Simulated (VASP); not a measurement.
Set up this calculation in VASP 6.6.1, as the native input.

| Property | Result |
| --- | --- |
| Task | relaxation of cell and atoms |
| Functional | PBE |
| Potentials or basis | VASP PAW PBE potentials, release 64 (Sb, As, F) |
| Cutoff | 600 eV |
| k mesh | 12 × 12 × 8 |
| Occupations | gaussian, width 0.1 eV |
| Spin | no spin polarisation |
| Dipole correction | no |
| Further INCAR settings | ALGO = Normal; EDIFF = 1e-06; IBRION = 2; EDIFFG = -0.01; NSW = 100; ISIF = 3 |

The structure of SbAsF2 lies in POSCAR:

```
SbAsF2
1.0
    3.8764275304      0.0000000000      0.0000000000
   -1.9382137652      3.3570847173      0.0000000000
    0.0000000000      0.0000000000      6.5255994239
Sb As F
1 1 2
Direct
    0.0000000000      0.0000000000      0.1810891908
    0.0000000000      0.0000000000      0.7635445148
    0.3333333333      0.6666666667      0.7676556822
    0.6666666667      0.3333333333      0.7676556822
```

The cell was generated, and may not be a known phase.

The input as run:

INCAR

```
SYSTEM = SbAsF2
PREC = Accurate
ENCUT = 600
EDIFF = 1E-6
ISMEAR = 0
SIGMA = 0.1
LREAL = .FALSE.
LASPH = .TRUE.
NELM = 60
ALGO = Normal
ISIF = 3
LWAVE = .FALSE.
LCHARG = .FALSE.
GGA = PE
IBRION = 2
NSW = 100
EDIFFG = -0.01
```

KPOINTS

```
regular mesh
0
G
  12 12 8
  0 0 0
```

Potentials or basis: VASP PAW PBE potentials, release 64 (Sb, As, F).

Launch:

```bash
$ cat potpaw_PBE.64/Sb/POTCAR potpaw_PBE.64/As/POTCAR potpaw_PBE.64/F/POTCAR > POTCAR
$ mpirun -np 1 vasp_std > vasp.out
```

It gave:

| Quantity | Value |
| --- | --- |
| Relaxed volume | 20.35 Å³/atom |
| Relaxed cell | a = 3.863 Å, b = 3.863 Å, c = 6.299 Å, α = 90.00°, β = 90.00°, γ = 120.00° |
| Space group after relaxing (to 0.1 Å) | P6mm (No. 183) |
| Energy gained by relaxing | 1.9 meV/atom |
| Ionic steps | 20 |
| Pressure after relaxing | 0.0 GPa |
| Largest force after relaxing | 0.007 eV/Å |
| Band gap on the k mesh | zero (bands 12 and 13 overlap by 3.80 eV) |

Caveat: spin-orbit coupling is left out, which moves the levels of the heavy elements; this functional lacks dispersion, which binds layers or chains, so the pressure and a relaxed spacing across them are unreliable.

Wall time 13 min on 1 thread of Intel(R) Xeon(R) Platinum 8375C CPU @ 2.90GHz (Ice Lake), with other jobs on the host, peak memory 0.37 GiB.
